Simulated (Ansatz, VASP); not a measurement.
# One calculation of TiB2, two programs

INCAR

```
ALGO = Normal ; EDIFF = 1E-7
ENCUT = 520 ; GGA = PS
ISIF = 2 ; ISMEAR = 0
LASPH = True ; LCHARG = True
LELF = True ; LREAL = False
LVHAR = True ; LWAVE = False
NBANDS = 16 ; NELM = 100
PREC = Accurate ; SIGMA = 0.1
```

The input KPOINTS:

```
k-points
0
Gamma
  6 6 6
```

Contents of POSCAR:

```
TiB2
1.0
    3.0259273100      0.0000000000      0.0000000000
   -1.5129636600      2.6205299200      0.0000000000
    0.0000000000      0.0000000000      3.2287677100
Ti B
1 2
Direct
    0.0000000000      0.0000000000      0.0000000000
    0.3333333300      0.6666666700      0.5000000000
    0.6666666700      0.3333333300      0.5000000000
```

Input for Ansatz:

```yaml
crystal:
  lattice:
    - [3.02592731, 0.0, 0.0]
    - [-1.51296366, 2.62052992, 0.0]
    - [0.0, 0.0, 3.22876771]
  atoms:
    - { symbol: Ti, position: [0.0, 0.0, 0.0] }
    - { symbol: B, position: [0.33333333, 0.66666667, 0.5] }
    - { symbol: B, position: [0.66666667, 0.33333333, 0.5] }
basis:
  ecutwfc: 420
kpoints:
  mp_grid: { grid: [6, 6, 6] }
hamiltonian:
  xc: pbesol
  pseudopotentials: { kind: paw, azcp: { folder: soft_1 } }
scf:
  occupations: { method: gaussian, width: 0.1 }
output:
  forces: true
  stress: true
  eigenvalues: true
```

Alike in both runs: task single point; functional PBEsol; k mesh 6 × 6 × 6; occupations gaussian, width 0.1 eV; no spin polarisation.

|  | VASP | Ansatz |
| --- | --- | --- |
| version | VASP 6.6.1 | Ansatz 0.2.0 |
| potentials or method | VASP PAW PBE potentials, release 64 (Ti_sv, B), cutoff 520 eV | scalar-relativistic, plane waves, PAW |
| valence electrons in the cell | 18 | 18 |

|  | VASP | Ansatz | Ansatz less VASP |
| --- | --- | --- | --- |
| gap on the k mesh at the Fermi level (eV) | none | none | - |
| pressure (GPa) | -4.0 | -4.3 | -0.39 |
| traceless stress, the component that is largest in VASP (GPa) | -3.41 | -3.34 | +0.075 |

VASP's potentials were made for PBE, not for PBEsol, and Ansatz warns of the same on its side. A gap of «none» marks a metal or a gap that the smearing closes.

The k mesh is coarse, so the values compare programs but aren't converged.
